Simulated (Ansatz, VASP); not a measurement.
# HfO2 in VASP and in Ansatz

POSCAR

```
HfO2
1.0
    0.0000000000      2.6853750000      2.5575000000
    2.6853750000      0.0000000000      2.5575000000
    2.6853750000      2.6853750000      0.0000000000
Hf O
1 2
Direct
    0.0000000000      0.0000000000      0.0000000000
    0.2500000000      0.2500000000      0.2500000000
    0.7500000000      0.7500000000      0.7500000000
```

INCAR.step1

```
PREC = Accurate
ENCUT = 520
ISMEAR = 0
SIGMA = 0.05
LREAL = False
LASPH = True
NELM = 60
NBANDS = 18
GGA = PE
ALGO = Normal
EDIFF = 1E-4
LWAVE = True
LCHARG = False
```

File INCAR.step2:

```
PREC = Accurate
ENCUT = 520
EDIFF = 1E-7
ISMEAR = 0
SIGMA = 0.05
LREAL = False
LASPH = True
NELM = 60
ALGO = Normal
ISIF = 2
LWAVE = False
LCHARG = True
METAGGA = R2SCAN
LMIXTAU = True
LELF = True
LVHAR = True
NBANDS = 18
ISTART = 1
```

The input KPOINTS:

```
Automatic mesh
0
Gamma
  8 8 8
```

Input for Ansatz:

```yaml
crystal:
  lattice:
    - [0.0, 2.685375, 2.5575]
    - [2.685375, 0.0, 2.5575]
    - [2.685375, 2.685375, 0.0]
  atoms:
    - { symbol: Hf, position: [0.0, 0.0, 0.0] }
    - { symbol: O, position: [0.25, 0.25, 0.25] }
    - { symbol: O, position: [0.75, 0.75, 0.75] }
basis:
  ecutwfc: 500
kpoints:
  mp_grid: { grid: [8, 8, 8] }
hamiltonian:
  xc: r2scan
scf:
  occupations: { method: gaussian, width: 0.05 }
output:
  forces: true
  stress: true
  eigenvalues: true
```

Change from the starting cell: strain +0.050 along x and y, +0.000 along z, atoms carried along.

Alike in both runs: task single point; functional r2SCAN; k mesh 8 × 8 × 8; occupations gaussian, width 0.05 eV; no spin polarisation.

```csv
,VASP,Ansatz
version,VASP 6.6.1,Ansatz 0.2.0
potentials or method,"VASP PAW PBE potentials, release 64 (Hf_pv, O), cutoff 520 eV","scalar-relativistic, plane waves, PAW"
valence electrons in the cell,22,38
```

VASP gave:

| Quantity | Value |
| --- | --- |
| gap on the k mesh at the Fermi level (eV) | 3.49 |
| least direct gap on the mesh (eV) | 3.53 |
| pressure (GPa) | -29.6 |
| traceless stress, the component that is largest in VASP (GPa) | 13.58 |

Q: Estimate Ansatz's values.

A: gap on the k mesh at the Fermi level (eV): 3.52; least direct gap on the mesh (eV): 3.55; pressure (GPa): -26.8; traceless stress, the component that is largest in VASP (GPa): 13.41.

VASP's potentials were made for PBE, not for r2SCAN. With one functional, cell and mesh, what is left measures potentials, basis and numerics. VASP's potentials hold 22 valence electrons a cell and Ansatz's 38, so a difference there can come from the potentials and not from the codes.

Neither program's run includes spin-orbit coupling.
